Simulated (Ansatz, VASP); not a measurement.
One calculation of C, two programs

The input INCAR:

```
SYSTEM = C
ALGO = Normal
EDIFF = 1E-7
ENCUT = 520
GGA = PE
ISIF = 2
ISMEAR = 0
IVDW = 12
LASPH = .True.
LCHARG = .False.
LREAL = .False.
LWAVE = .False.
NBANDS = 31
NELM = 80
PREC = Accurate
SIGMA = 0.05
```

Contents of KPOINTS:

```
k-points
0
Gamma
  7 11 3
  0 0 0
```

POSCAR

```
C
1.0
    0.0000000000      1.4231666446     -3.3613878322
   -2.4649969361      0.0000000000      0.0000000000
    2.2595805248      9.8435692920      1.9608095688
C
10
Direct
    0.2057522144      0.3944183813      0.8666382341
    0.7390855477      0.6610850479      0.0666382341
    0.8557522144      0.3444183813      0.2666382341
   -0.0275811189      1.0277517146      0.4666382341
    0.0890855477      0.7110850479      0.6666382341
    0.7775811189      0.2222482854      0.1333617659
   -0.1057522144      0.9055816187      0.3333617659
    0.0109144523      0.5889149521      0.5333617659
    0.1275811189      1.2722482854      0.7333617659
    0.2442477856      0.9555816187      0.9333617659
```

Input for Ansatz:

```yaml
crystal:
  lattice:
    - [0.0, 1.4231666446, -3.3613878322]
    - [-2.4649969361, 0.0, 0.0]
    - [2.2595805248, 9.843569292, 1.9608095688]
  atoms:
    - { symbol: C, position: [0.2057522144, 0.3944183813, 0.8666382341] }
    - { symbol: C, position: [0.7390855477, 0.6610850479, 0.0666382341] }
    - { symbol: C, position: [0.8557522144, 0.3444183813, 0.2666382341] }
    - { symbol: C, position: [-0.0275811189, 1.0277517146, 0.4666382341] }
    - { symbol: C, position: [0.0890855477, 0.7110850479, 0.6666382341] }
    - { symbol: C, position: [0.7775811189, 0.2222482854, 0.1333617659] }
    - { symbol: C, position: [-0.1057522144, 0.9055816187, 0.3333617659] }
    - { symbol: C, position: [0.0109144523, 0.5889149521, 0.5333617659] }
    - { symbol: C, position: [0.1275811189, 1.2722482854, 0.7333617659] }
    - { symbol: C, position: [0.2442477856, 0.9555816187, 0.9333617659] }
basis:
  ecutwfc: 520.0
kpoints:
  mp_grid: { grid: [7, 11, 3] }
hamiltonian:
  xc: pbe
  dispersion: d3bj
scf:
  occupations: { method: gaussian, width: 0.05 }
output:
  forces: true
  stress: true
  eigenvalues: true
  write_density: true
  write_potential: true
  elf: true
  volumetric_format: npy
```

Alike in both runs: task single point; functional PBE; dispersion D3(BJ); k mesh 7 × 11 × 3; occupations gaussian, width 0.05 eV; no spin polarisation.

|  | VASP | Ansatz |
| --- | --- | --- |
| version | VASP 6.6.1 | Ansatz 0.2.0 |
| potentials or method | VASP PAW PBE potentials, release 64 (C), cutoff 520 eV | scalar-relativistic, plane waves, PAW |
| valence electrons in the cell | 40 | 40 |

Ansatz gave:

* gap on the k mesh at the Fermi level (eV): none
* pressure (GPa): 0.0
* traceless stress, the component that is largest in VASP (GPa): -3.65
* rms of the force components (eV/Å): 0.621

Which values does VASP return?

gap on the k mesh at the Fermi level (eV): none; pressure (GPa): 0.4; traceless stress, the component that is largest in VASP (GPa): -3.66; rms of the force components (eV/Å): 0.617.

Atom by atom the forces differ by 0.011 eV/Å (rms over components). A gap of «none» marks a metal or a gap that the smearing closes.
